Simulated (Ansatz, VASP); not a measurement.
# One calculation of TaWC2, two programs

```
CELL_PARAMETERS angstrom
1.57186 0.90751 5.30568
-1.57186 0.90751 5.30568
0.00000 -1.81502 5.30568
ATOMIC_POSITIONS crystal
W 0.00000 0.00000 0.00000
Ta 0.50000 0.50000 0.50000
C 0.25093 0.25093 0.25093
C 0.74907 0.74907 0.74907
```

Alike in both runs: functional PBE; k mesh 8 × 8 × 8; occupations fermi-dirac, width 0.05 eV; no spin polarisation.

|  | VASP | Ansatz |
| --- | --- | --- |
| version | VASP 6.6.1 | Ansatz 0.2.0 |
| potentials or method | VASP PAW PBE potentials, release 64 (W_sv, Ta_pv, C) | Ansatz PAW |
| plane-wave cutoff (eV) | 520 | 420 |
| valence electrons in the cell | 33 | 35 |
| task | single point | band structure |

VASP gave:

| Item | Value |
| --- | --- |
| gap on the k mesh at the Fermi level (eV) | none |
| pressure (GPa) | -14.0 |
| traceless stress, the component that is largest in VASP (GPa) | -7.72 |
| rms of the force components (eV/Å) | 0.027 |

What did Ansatz give for the same quantities?

gap on the k mesh at the Fermi level (eV): none; pressure (GPa): -14.6; traceless stress, the component that is largest in VASP (GPa): -7.75; rms of the force components (eV/Å): 0.024.

Atom by atom the forces differ by 0.003 eV/Å (rms over components). A gap of «none» marks a metal or a gap that the smearing closes. VASP's potentials hold 33 valence electrons a cell and Ansatz's 35, so a difference there can come from the potentials and not from the codes.

Spin-orbit coupling is off throughout.
